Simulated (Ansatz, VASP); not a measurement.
One calculation of HfH2, two programs

The input INCAR:

```
ALGO = Normal
EDIFF = 1E-7
ENCUT = 520
GGA = PS
ISIF = 2
ISMEAR = 0
LASPH = T
LCHARG = F
LREAL = F
LWAVE = F
NBANDS = 13
NELM = 60
PREC = Accurate
SIGMA = 0.15
```

The input KPOINTS:

```
k-points
0
Gamma
  20 20 20
```

The input POSCAR:

```
HfH2
1.0
   -1.7390000000      1.7390000000      2.1805000000
    1.7390000000     -1.7390000000      2.1805000000
    1.7390000000      1.7390000000     -2.1805000000
Hf H
1 2
Direct
    0.0000000000      0.0000000000      0.0000000000
    0.7500000000      0.2500000000      0.5000000000
    0.2500000000      0.7500000000      0.5000000000
```

Input for Ansatz:

```yaml
crystal:
  lattice:
    - [-1.739, 1.739, 2.1805]
    - [1.739, -1.739, 2.1805]
    - [1.739, 1.739, -2.1805]
  atoms:
    - { symbol: Hf, position: [0.0, 0.0, 0.0] }
    - { symbol: H, position: [0.75, 0.25, 0.5] }
    - { symbol: H, position: [0.25, 0.75, 0.5] }
basis:
  ecutwfc: 420
kpoints:
  mp_grid: { grid: [20, 20, 20] }
hamiltonian:
  xc: pbesol
scf:
  occupations: { method: gaussian, width: 0.15 }
output:
  forces: true
  stress: true
  eigenvalues: true
```

Alike in both runs: task single point; functional PBEsol; k mesh 20 × 20 × 20; occupations gaussian, width 0.15 eV; no spin polarisation.

```csv
,VASP,Ansatz
version,VASP 6.6.1,Ansatz 0.2.0
potentials or method,"VASP PAW PBE potentials, release 64 (Hf_pv, H), cutoff 520 eV","scalar-relativistic, plane waves, PAW"
valence electrons in the cell,12,28
```

|  | VASP | Ansatz | Ansatz less VASP |
| --- | --- | --- | --- |
| gap on the k mesh at the Fermi level (eV) | none | none | - |
| pressure (GPa) | -5.8 | -5.1 | +0.68 |
| traceless stress, the component that is largest in VASP (GPa) | -0.66 | -0.70 | -0.037 |

VASP's potentials were made for PBE, not for PBEsol. A gap of «none» marks a metal or a gap that the smearing closes. With one functional, cell and mesh, what is left measures potentials, basis and numerics. VASP's potentials hold 12 valence electrons a cell and Ansatz's 28, so a difference there can come from the potentials and not from the codes.

Neither program's run includes spin-orbit coupling.
